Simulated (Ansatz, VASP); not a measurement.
**AlN in VASP and in Ansatz**

File INCAR:

```
PREC     = Accurate       # precision mode
ENCUT    = 520            # plane-wave cutoff, eV
EDIFF    = 1E-7           # SCF threshold, eV
ISMEAR   = 0              # smearing method
SIGMA    = 0.01           # smearing width, eV
LREAL    = F              # projectors in reciprocal space
LASPH    = T              # aspherical terms in the spheres
NELM     = 80             # most SCF steps
ALGO     = Normal         # electronic algorithm
ISIF     = 2              # what is computed and relaxed
LWAVE    = F              # write WAVECAR
LCHARG   = F              # write CHGCAR
GGA      = PS             # functional
NBANDS   = 11             # bands
```

KPOINTS

```
regular mesh
0
Gamma
  10 10 10
```

File POSCAR:

```
AlN
1.0
    0.0000000000      2.2033360563      2.2033360563
    2.2033360563      0.0000000000      2.2033360563
    2.2033360563      2.2033360563      0.0000000000
Al N
1 1
Direct
    0.0000000000      0.0000000000      0.0000000000
    0.7500000000      0.7500000000      0.7500000000
```

Input for Ansatz:

```yaml
crystal:
  lattice:
    - [0.0, 2.2033360563, 2.2033360563]
    - [2.2033360563, 0.0, 2.2033360563]
    - [2.2033360563, 2.2033360563, 0.0]
  atoms:
    - { symbol: Al, position: [0.0, 0.0, 0.0] }
    - { symbol: "N", position: [0.75, 0.75, 0.75] }
basis:
  ecutwfc: 420
kpoints:
  mp_grid: { grid: [10, 10, 10] }
hamiltonian:
  xc: pbesol
scf:
  occupations: { method: fixed }
output:
  forces: true
  stress: true
  eigenvalues: true
```

Alike in both runs: task single point; functional PBEsol; k mesh 10 × 10 × 10; no spin polarisation.

```csv
,VASP,Ansatz
version,VASP 6.6.1,Ansatz 0.2.0
potentials or method,"VASP PAW PBE potentials, release 64 (Al, N), cutoff 520 eV","scalar-relativistic, plane waves, PAW"
occupations,"gaussian, width 0.01 eV",fixed
valence electrons in the cell,8,8
```

VASP gave:

* gap on the k mesh at the Fermi level (eV): 3.17
* least direct gap on the mesh (eV): 3.90
* pressure (GPa): -3.9

Question: Estimate Ansatz's values.

Answer: gap on the k mesh at the Fermi level (eV): 3.18; least direct gap on the mesh (eV): 3.89; pressure (GPa): -3.8.

VASP's potentials were made for PBE, not for PBEsol.
